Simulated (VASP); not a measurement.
# Be (P6_3/mmc) in VASP: a series of runs, part 2 of 2

VASP 6.6.1.

## 4. Relaxation of cell and atoms, r2SCAN, target pressure 47.9 GPa, at which the enthalpy is minimised

This run uses another cell than the first one, of 8.11 Å³/atom.

Contents of POSCAR:

```
Be
1.0
    2.2853000000      0.0000000000      0.0000000000
   -1.1426500000      1.9791278553      0.0000000000
    0.0000000000      0.0000000000      3.5842000000
Be
2
Direct
    0.3333333333      0.6666666667      0.2500000000
    0.6666666667      0.3333333333      0.7500000000
```

Contents of INCAR.step1:

```
SYSTEM = Be
PREC = Accurate
ENCUT = 600
ISMEAR = 0
SIGMA = 0.1
LREAL = .FALSE.
LASPH = .TRUE.
NELM = 80
GGA = PE
ALGO = Normal
EDIFF = 1E-4
LWAVE = .TRUE.
LCHARG = .FALSE.
```

Contents of INCAR.step2:

```
SYSTEM = Be
PREC = Accurate
ENCUT = 600
EDIFF = 1E-7
ISMEAR = 0
SIGMA = 0.1
LREAL = .FALSE.
LASPH = .TRUE.
NELM = 80
ALGO = Normal
ISIF = 3
LWAVE = .FALSE.
LCHARG = .FALSE.
METAGGA = R2SCAN
LMIXTAU = .TRUE.
IBRION = 2
NSW = 80
EDIFFG = -0.05
PSTRESS = 479.0
ISTART = 1
```

Contents of KPOINTS:

```
regular mesh
0
G
  9 9 6
  0 0 0
```

Potentials or basis: VASP PAW PBE potentials, release 64 (Be).

Command:

```bash
$ cat potpaw_PBE.64/Be/POTCAR > POTCAR
$ cp INCAR.step1 INCAR
$ mpirun -np 1 vasp_std > vasp.out
$ cp INCAR.step2 INCAR
$ mpirun -np 1 vasp_std > vasp.out
```

OUTCAR:

```text
SYSTEM = Be
   PREC = Accurate
   ENCUT = 600
   EDIFF = 1E-7
   ISMEAR = 0
   LREAL = .FALSE.
   LASPH = .TRUE.
   NELM = 80
   ISIF = 3
   METAGGA = R2SCAN
   IBRION = 2
   NSW = 80
   EDIFFG = -0.05
   PSTRESS = 479.0
   ISTART = 1

 ion  position               nearest neighbor table
   1  0.333  0.667  0.250-   2 2.23   2 2.23   2 2.23   2 2.23   2 2.23   2 2.23
   2  0.667  0.333  0.750-   1 2.23   1 2.23   1 2.23   1 2.23   1 2.23   1 2.23

  LATTYP: Found a hexagonal cell.
 ALAT       =     2.2853000000
 C/A-ratio  =     1.5683717674

  Lattice vectors:

 A1 = (   2.2853000000,   0.0000000000,   0.0000000000)
 A2 = (  -1.1426500000,   1.9791278553,   0.0000000000)
 A3 = (   0.0000000000,   0.0000000000,   3.5842000000)

Analysis of symmetry for initial positions (statically):
=====================================================================
 Subroutine PRICEL returns:
 Original cell was already a primitive cell.

 Routine SETGRP: Setting up the symmetry group for a
 hexagonal supercell.

 Subroutine GETGRP returns: Found 24 space group operations
 (whereof 12 operations were pure point group operations)
 out of a pool of 24 trial point group operations.

The static configuration has the point symmetry D_3d.
 The point group associated with its full space group is D_6h.

Analysis of symmetry for dynamics (positions and initial velocities):
=====================================================================
 Subroutine PRICEL returns:
 Original cell was already a primitive cell.

 Routine SETGRP: Setting up the symmetry group for a
 hexagonal supercell.

 Subroutine GETGRP returns: Found 24 space group operations
 (whereof 12 operations were pure point group operations)
 out of a pool of 24 trial point group operations.

The dynamic configuration has the point symmetry D_3d.
 The point group associated with its full space group is D_6h.

 Subroutine INISYM returns: Found 24 space group operations
 (whereof 12 operations are pure point group operations),
 and found     1 'primitive' translations

----------------------------------------------------------------------------------------

                                     Primitive cell

  volume of cell :      16.2110

  direct lattice vectors                    reciprocal lattice vectors
     2.285300000  0.000000000  0.000000000     0.437579311  0.252636533  0.000000000
    -1.142650000  1.979127855  0.000000000     0.000000000  0.505273066  0.000000000
     0.000000000  0.000000000  3.584200000     0.000000000  0.000000000  0.279002288

  length of vectors
     2.285300000  2.285300000  3.584200000     0.505273066  0.505273066  0.279002288

  position of ions in fractional coordinates (direct lattice)
     0.333333333  0.666666667  0.250000000
     0.666666667  0.333333333  0.750000000

  ion indices of the primitive-cell ions
   primitive index   ion index
                 1           1
                 2           2

----------------------------------------------------------------------------------------

 KPOINTS: regular mesh

Automatic generation of k-mesh.
 Grid dimensions read from file:
 generate k-points for:    9    9    6

 Generating k-lattice:

  Cartesian coordinates                     Fractional coordinates (reciprocal lattice)
     0.048619923  0.028070726  0.000000000     0.111111111 -0.000000000  0.000000000
     0.000000000  0.056141452  0.000000000     0.000000000  0.111111111  0.000000000
     0.000000000  0.000000000  0.046500381     0.000000000  0.000000000  0.166666667

  Length of vectors
     0.056141452  0.056141452  0.046500381

  Shift w.r.t. Gamma in fractional coordinates (k-lattice)
     0.000000000  0.000000000  0.000000000

 Subroutine IBZKPT returns following result:
 ===========================================

 Found     48 irreducible k-points:

 Following reciprocal coordinates:
            Coordinates               Weight
  0.000000  0.000000  0.000000      1.000000
  0.111111  0.000000  0.000000      6.000000
  0.222222  0.000000  0.000000      6.000000
  0.333333  0.000000  0.000000      6.000000
  0.444444  0.000000  0.000000      6.000000
  0.111111  0.111111  0.000000      6.000000
[... 16 lines left out ...]
  0.333333  0.222222  0.166667     24.000000
  0.333333  0.333333  0.166667      4.000000
 [... further k-points ...]
   k-points           NKPTS =     48   k-points in BZ     NKDIM =     48   number of bands    NBANDS=      6
   number of dos      NEDOS =    301   number of ions     NIONS =      2
   total plane-waves  NPLWV =   9720
   dimension x,y,z NGX =    18 NGY =   18 NGZ =   30
   dimension x,y,z NGXF=    36 NGYF=   36 NGZF=   60
   ions per type =               2
   NGX,Y,Z   is equivalent  to a cutoff of  13.09, 13.09, 13.91 a.u.
   NGXF,Y,Z  is equivalent  to a cutoff of  26.19, 26.19, 27.83 a.u.
 SYSTEM =  Be
   PREC   = accura    normal or accurate (medium, high low for compatibility)
   ISTART =      1    job   : 0-new  1-cont  2-samecut
   ICHARG =      0    charge: 1-file 2-atom 10-const
   ISPIN  =      1    spin polarized calculation?
   LNONCOLLINEAR =      F non collinear calculations
   LSORBIT =      F    spin-orbit coupling
   LASPH  =      T    aspherical Exc in radial PAW
   ENCUT  =  600.0 eV  44.10 Ry    6.64 a.u.   4.56  4.56  7.16*2*pi/ulx,y,z
   NELM   =     80;   NELMIN=  2; NELMDL=  0     # of ELM steps
   EDIFF  = 0.1E-06   stopping-criterion for ELM
   LREAL  =      F    real-space projection
   EDIFFG = -.5E-01   stopping-criterion for IOM
   NSW    =     80    number of steps for IOM
   IBRION =      2    ionic relax: 0-MD 1-quasi-New 2-CG
   NFREE  =      1    steps in history (QN), initial steepest desc. (CG)
   ISIF   =      3    stress and relaxation
   ISYM   =      2    0-nonsym 1-usesym 2-fastsym
   POTIM  = 0.5000    time-step for ionic-motion
   TEBEG  =    0.0;   TEEND  =   0.0 temperature during run
   PSTRESS=  479.0 pullay stress
   NELECT =       4.0000    total number of electrons
   NUPDOWN=      -1.0000    fix difference up-down
   EMIN   =  10.00;   EMAX   =-10.00  energy-range for DOS
   EFERMI =   0.00;   METHOD = LEGACY
   ISMEAR =     0;   SIGMA  =   0.10  broadening in eV -4-tet -1-fermi 0-gaus
   EFERMI_NEDOS =   21; number of points for ismear=-14 and -15
   IALGO  =     38    algorithm
   IMIX   =      4    mixing-type and parameters
     AMIX     =   0.40;   BMIX     =  1.00
     AMIX_MAG =   1.60;   BMIX_MAG =  1.00
  volume/ion in A,a.u.               =       8.11        54.70
  Fermi-wavevector in a.u.,A,eV,Ry     =   1.026814  1.940397 14.345258  1.054347
  Thomas-Fermi vector in A             =   2.160726
   LORBIT       =      0    0 simple, 1 ext, 2 COOP (PROOUT), +10 PAW based schemes
   METAGGA = R2SCAN    functional components
   LHFCALC =     F    Hartree Fock is set to
   AEXX    =    0.0000 exact exchange contribution
   IVDW    =     0    specifies the selected vdW correction
   LEPSILON=     F    determine dielectric tensor
   LRPA    =     F    only Hartree local field effects (RPA)
 conjugate gradient relaxation of ions
 non-spin polarized calculation
 Gauss-broadening in eV      SIGMA  =   0.10
  energy-cutoff  :      600.00
  volume of cell :       16.21
 maximum number of plane-waves:       554
   NGX =  9   NGY =  9   NGZ = 15

--------------------------------------- Ionic step        1  -------------------------------------------

 number of electron       4.0000000 magnetization

 Free energy of the ion-electron system (eV)
  ---------------------------------------------------
  ext. energy  EPLUGINS =         0.00000000
  ---------------------------------------------------
  free energy    TOTEN  =        -8.69557430 eV

  energy without entropy =       -8.69485351  energy(sigma->0) =       -8.69521391

------------------------ aborting loop because EDIFF is reached ----------------------------------------

  FORCE on cell =-STRESS in cart. coord.  units (eV):
  Direction    XX          YY          ZZ          XY          YZ          ZX
  --------------------------------------------------------------------------------------
  -------------------------------------------------------------------------------------
  Total       -0.2107306     -0.2107306     -0.4276488      0.0000000      0.0000000      0.0000000
  in kB      -20.8271063    -20.8271063    -42.2657453      0.0000000      0.0000000      0.0000000
  external PRESSURE =    -506.9733193 kB  Pullay stress =     479.0000000 kB
[... 25 lines left out ...]
--------------------------------------- Ionic step        2  -------------------------------------------

 number of electron       4.0000000 magnetization

 E-fermi :  10.0212     XC(G=0): -12.6446

 val. band max:        9.9122668965   @ k =   0.3333   0.1111   0.0000
 cond. band min:      10.0288356941   @ k =   0.3333   0.0000   0.0000
 fundamental gap:      0.1165687976
 Fermi energy:        10.0211731274

 k-point     1 :       0.0000    0.0000    0.0000
  band No.  band energies     occupation
      1      -3.8256      2.00000
      2       4.4016      2.00000
      3      13.4273      0.00000
      4      33.1274      0.00000
      5      33.1274      0.00000
      6      37.0251      0.00000
[... 396 lines left out ...]
--------------------------------------- Ionic step        7  -------------------------------------------

 number of electron       4.0000000 magnetization

 Free energy of the ion-electron system (eV)
  ---------------------------------------------------
  ext. energy  EPLUGINS =         0.00000000
  ---------------------------------------------------
  free energy    TOTEN  =        -8.24775801 eV

  energy without entropy =       -8.24619910  energy(sigma->0) =       -8.24697855

 E-fermi :   8.8712     XC(G=0): -12.1880

 val. band max:        8.8204616460   @ k =   0.3333   0.0000   0.0000
 cond. band min:       9.5808950073   @ k =   0.3333   0.3333   0.5000
 fundamental gap:      0.7604333612
 Fermi energy:         8.8711503633

 k-point     1 :       0.0000    0.0000    0.0000
  band No.  band energies     occupation
      1      -4.3285      2.00000
      2       3.5655      2.00000
      3      11.3922      0.00000
      4      30.4640      0.00000
      5      30.4640      0.00000
      6      34.0103      0.00000
[... 240 lines left out ...]
  energy  without entropy=       -8.2461990954  energy(sigma->0) =       -8.24697855

  enthalpy is  TOTEN    =        -4.5827217804 eV   P V=        3.6650362262

 reached required accuracy - stopping structural energy minimisation
```

It took 2.4 min on 1 thread of Intel Xeon 8259CL, shared host; peak memory 0.13 GiB.

Results:

- Free energy: -8.2478 eV
- Relaxed volume: 6.13 Å³/atom
- Relaxed cell: a = 2.076 Å, b = 2.076 Å, c = 3.283 Å, α = 90.00°, β = 90.00°, γ = 120.00°
- Space group after relaxing (to 0.1 Å): P6_3/mmc (No. 194)
- Energy change on relaxing (the run minimises the enthalpy): +223.9 meV/atom
- Ionic steps: 7
- Pressure after relaxing: 48.6 GPa
- Band gap on the k mesh: zero (bands 2 and 3 overlap by 2.52 eV)

The path:
| step | energy change (eV) | largest force (eV/Å) | pressure (GPa) | volume (Å³) |
| --- | --- | --- | --- | --- |
| 1 | 0.0000 | 0.0000 | -2.80 | 16.21 |
| 2 | 1.0078 | 0.0000 | 86.03 | 10.91 |
| 3 | 0.4368 | 0.0000 | 47.87 | 12.30 |
| 4 | 0.4159 | 0.0000 | 46.33 | 12.37 |
| 5 | 0.4183 | 0.0000 | 46.43 | 12.36 |
| 6 | 0.4190 | 0.0000 | 46.45 | 12.36 |
| 7 | 0.4478 | 0.0000 | 48.56 | 12.26 |

Final structure:
```
Be
1.0
     2.07635    0.00000    0.00000
    -1.03818    1.79817    0.00000
     0.00000    0.00000    3.28337
Be
2
Direct
  0.33333 0.66667 0.25000
  0.66667 0.33333 0.75000
```

Caveat: the cell is relaxed towards a set pressure, so the run minimises the enthalpy, not the energy; the volume moved by over 15 % at a fixed basis, so the end points are rough; the PAW data sets were made with another functional, which shifts forces and pressure a little.

## 5. Relaxation of cell and atoms, r2SCAN, target pressure 47.9 GPa, at which the enthalpy is minimised

Contents of POSCAR:

```
Be
1.0
    2.0771538957      0.0000000000      0.0000000000
   -1.0385769479      1.7988680413      0.0000000000
    0.0000000000      0.0000000000      3.2839879242
Be
2
Direct
    0.3333333333      0.6666666667      0.2500000000
    0.6666666667      0.3333333333      0.7500000000
```

Contents of INCAR.step1:

```
  ALGO = Normal
  EDIFF = 1E-4
  ENCUT = 600
  GGA = PE
  ISMEAR = 0
  LASPH = True
  LCHARG = False
  LREAL = False
  LWAVE = True
  NELM = 80
  PREC = Accurate
  SIGMA = 0.1
```

Contents of INCAR.step2:

```
  ALGO = Normal
  EDIFF = 1E-6
  EDIFFG = -0.05
  ENCUT = 600
  IBRION = 2
  ISIF = 3
  ISMEAR = 0
  ISTART = 1
  LASPH = True
  LCHARG = False
  LMIXTAU = True
  LREAL = False
  LWAVE = False
  METAGGA = R2SCAN
  NELM = 80
  NSW = 80
  PREC = Accurate
  PSTRESS = 479.0
  SIGMA = 0.1
```

Contents of KPOINTS:

```
k-points
0
Gamma
  12 12 6
```

Command:

```bash
$ cat potpaw_PBE.64/Be/POTCAR > POTCAR
$ cp INCAR.step1 INCAR
$ mpirun -np 1 vasp_std > vasp.out
$ cp INCAR.step2 INCAR
$ mpirun -np 1 vasp_std > vasp.out
```

Wall time 46 s (1 thread of Intel Xeon 8259CL, shared host); peak memory 0.12 GiB.

It converged, with:

```yaml
Free_energy: -8.2488 eV
Relaxed_volume: 6.15 Å³/atom
Relaxed_cell: a = 2.074 Å, b = 2.074 Å, c = 3.301 Å, α = 90.00°, β = 90.00°, γ = 120.00°
Space_group_after_relaxing_to_0.1_Å: P6_3/mmc (No. 194)
Energy_change_on_relaxing_the_run_minimises_the_enthalpy: -4.7 meV/atom
Ionic_steps: 2
Pressure_after_relaxing: 47.6 GPa
Band_gap_on_the_k_mesh: zero (bands 2 and 3 overlap by 2.30 eV)
```

Stress tensor (GPa, compression positive):
```
47.92  0.00  0.00
 0.00 47.92  0.00
 0.00  0.00 46.98
```

The path:
```
step  energy change (eV)  largest force (eV/Å)  pressure (GPa)  volume (Å³)
   1              0.0000                0.0000           48.35        12.27
   2             -0.0095                0.0000           47.61        12.30
```

Final structure:
```
Be
1.0
     2.07434    0.00000    0.00000
    -1.03717    1.79644    0.00000
     0.00000    0.00000    3.30103
Be
2
Cartesian
  0.0000 1.1976 0.8253
  1.0372 0.5988 2.4758
```

Levels at points of the mesh, in eV from the Fermi level:
| k point | band 1 | band 2 | band 3 | band 4 | band 5 | band 6 |
| --- | --- | --- | --- | --- | --- | --- |
| (0.00, 0.00, 0.00) | -14.03 | -6.22 | 1.54 | 20.86 | 20.86 | 24.36 |
| (0.50, 0.00, 0.00) | -6.72 | -3.90 | 4.27 | 7.39 | 8.68 | 12.10 |
| (0.00, 0.00, 0.50) | -11.53 | -11.53 | 13.04 | 13.04 | 23.01 | 23.01 |
| (0.50, 0.00, 0.50) | -5.01 | -5.01 | 2.18 | 2.18 | 15.38 | 15.38 |

Caveat: the cell is relaxed towards a set pressure, so the run minimises the enthalpy, not the energy; the PAW data sets were made with another functional, which shifts forces and pressure a little.

## 6. Single point, r2SCAN

Contents of POSCAR:

```
Be
1.0
    2.0730798204      0.0000000000      0.0000000000
   -1.0365399102      1.7953397885      0.0000000000
    0.0000000000      0.0000000000      3.2967725106
Be
2
Direct
    0.3333333333      0.6666666667      0.2500000000
    0.6666666667      0.3333333333      0.7500000000
```

Contents of INCAR.step1:

```
PREC = Accurate
ENCUT = 520
ISMEAR = -1
SIGMA = 0.1
LREAL = F
LASPH = T
NELM = 60
NBANDS = 9
GGA = PE
ALGO = Normal
EDIFF = 1E-4
LWAVE = T
LCHARG = F
```

Contents of INCAR.step2:

```
PREC = Accurate
ENCUT = 520
EDIFF = 1E-7
ISMEAR = -1
SIGMA = 0.1
LREAL = F
LASPH = T
NELM = 60
ALGO = Normal
ISIF = 2
LWAVE = F
LCHARG = F
METAGGA = R2SCAN
LMIXTAU = T
NBANDS = 9
ISTART = 1
```

Contents of KPOINTS:

```
regular mesh
0
Gamma
  24 24 12
```

Potentials or basis: VASP PAW PBE potentials, release 64 (Be).

Command:

```bash
$ cat potpaw_PBE.64/Be/POTCAR > POTCAR
$ cp INCAR.step1 INCAR
$ mpirun -np 1 vasp_std > vasp.out
$ cp INCAR.step2 INCAR
$ mpirun -np 1 vasp_std > vasp.out
```

Run time: 2.3 min. Hardware: 1 thread of Intel Xeon 8259CL, shared host; peak memory 0.15 GiB.

It converged, with:

- Free energy: -8.2341 eV
- Pressure: 48.4 GPa
- Band gap on the k mesh: zero (bands 2 and 3 overlap by 2.49 eV)

Stress tensor (GPa, compression positive):
```
48.32  0.00  0.00
 0.00 48.32  0.00
 0.00  0.00 48.45
```

Levels at points of the mesh, in eV from the Fermi level:
```tsv
k point	band 1	band 2	band 3	band 4	band 5	band 6
(0.00, 0.00, 0.00)	-13.71	-5.89	1.89	21.21	21.21	24.72
(0.50, 0.00, 0.00)	-6.40	-3.57	4.61	7.74	9.05	12.45
(0.00, 0.00, 0.50)	-11.21	-11.21	13.43	13.43	23.38	23.38
(0.50, 0.00, 0.50)	-4.68	-4.68	2.52	2.52	15.74	15.74
```

Caveat: the cell stands under pressure; the PAW data sets were made with another functional, which shifts forces and pressure a little.

## 7. Summary

| task | cell | k mesh | cutoff (eV) | smearing | gap on the mesh (eV) | pressure (GPa) |
| --- | --- | --- | --- | --- | --- | --- |
| single point | a = 2.077, b = 2.077, c = 3.284 Å, angles 90.0, 90.0, 120.0°, 2 atoms | 9 × 9 × 6 | 520 | gaussian 0.1 eV | none | 48.4 |
| single point | a = 2.074, b = 2.074, c = 3.293 Å, angles 90.0, 90.0, 120.0°, 2 atoms | 12 × 12 × 6 | 520 | gaussian 0.1 eV | none | 48.3 |
| relaxation of cell and atoms | relaxed to 47.9 GPa from a = 2.285, b = 2.285, c = 3.584 Å, angles 90.0, 90.0, 120.0°, 2 atoms | 9 × 9 × 6 | 600 | gaussian 0.1 eV | none | 48.6 |
| relaxation of cell and atoms | relaxed to 47.9 GPa from a = 2.077, b = 2.077, c = 3.284 Å, angles 90.0, 90.0, 120.0°, 2 atoms | 12 × 12 × 6 | 600 | gaussian 0.1 eV | none | 47.6 |
| single point | a = 2.073, b = 2.073, c = 3.297 Å, angles 90.0, 90.0, 120.0°, 2 atoms | 24 × 24 × 12 | 520 | fermi-dirac 0.1 eV | none | 48.4 |

Alike in all rows: level r2SCAN; potentials or basis VASP PAW PBE potentials, release 64 (Be); no spin polarisation.

Caveats: some runs use coarse meshes; the PAW data sets were made with another functional, which shifts forces and pressure a little; the cell stands under pressure (at least some runs); the cell is relaxed towards a set pressure, so the run minimises the enthalpy, not the energy (at least some runs); the volume moved by over 15 % at a fixed basis, so the end points are rough (at least some runs).

Total energies depend on the potentials used, so only differences within one code and one set of settings carry meaning.

The gap in the log of VASP goes by the Fermi energy; the results here count the filled bands.